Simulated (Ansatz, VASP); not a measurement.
## One calculation of Sn, two programs

The input INCAR:

```
SYSTEM = Sn
PREC = Accurate
ENCUT = 520
EDIFF = 1E-8
ISMEAR = -1
SIGMA = 0.03
LREAL = .False.
LASPH = .True.
NELM = 60
ALGO = Normal
ISIF = 2
LWAVE = .False.
LCHARG = .False.
GGA = CA
LEFG = .True.
NBANDS = 21
```

KPOINTS

```
regular mesh
0
Gamma
  9 9 9
  0 0 0
```

File POSCAR:

```
Sn
1.0
    0.0000000000      3.2563828035      3.2563828035
    3.2563828035      0.0000000000      3.2563828035
    3.2563828035      3.2563828035      0.0000000000
Sn
2
Direct
    0.5000000000      0.5000000000      0.5000000000
    0.7500000000      0.7500000000      0.7500000000
```

Input for Ansatz:

```yaml
crystal:
  lattice:
    - [0.0, 3.2563828035, 3.2563828035]
    - [3.2563828035, 0.0, 3.2563828035]
    - [3.2563828035, 3.2563828035, 0.0]
  atoms:
    - { symbol: Sn, position: [0.5, 0.5, 0.5] }
    - { symbol: Sn, position: [0.75, 0.75, 0.75] }
kpoints:
  mp_grid: { grid: [9, 9, 9] }
scf:
  occupations: { method: fermi_dirac, width: 0.03 }
hamiltonian:
  xc: lda
  pseudopotentials: { kind: paw }
output:
  forces: true
  stress: true
  eigenvalues: true
  efg: { contact_densities: true }
```

Change from the starting cell: volume scaled by 1.01, PAW files.

Alike in both runs: task electric field gradients; functional LDA; k mesh 9 × 9 × 9; occupations fermi-dirac, width 0.03 eV; no spin polarisation.

```csv
,VASP,Ansatz
version,VASP 6.6.1,Ansatz 0.2.0
potentials or method,"VASP PAW LDA potentials, release 64 (Sn_d)","PAW with Ansatz's default frozen-core files, scalar-relativistic"
plane-wave cutoff (eV),520,420
valence electrons in the cell,28,28
```

|  | VASP | Ansatz | Ansatz less VASP |
| --- | --- | --- | --- |
| pressure (GPa) | -0.8 | -0.8 | +0.02 |

LDA's correlation is that of Perdew and Zunger in VASP and of Perdew and Wang (1992) in Ansatz.
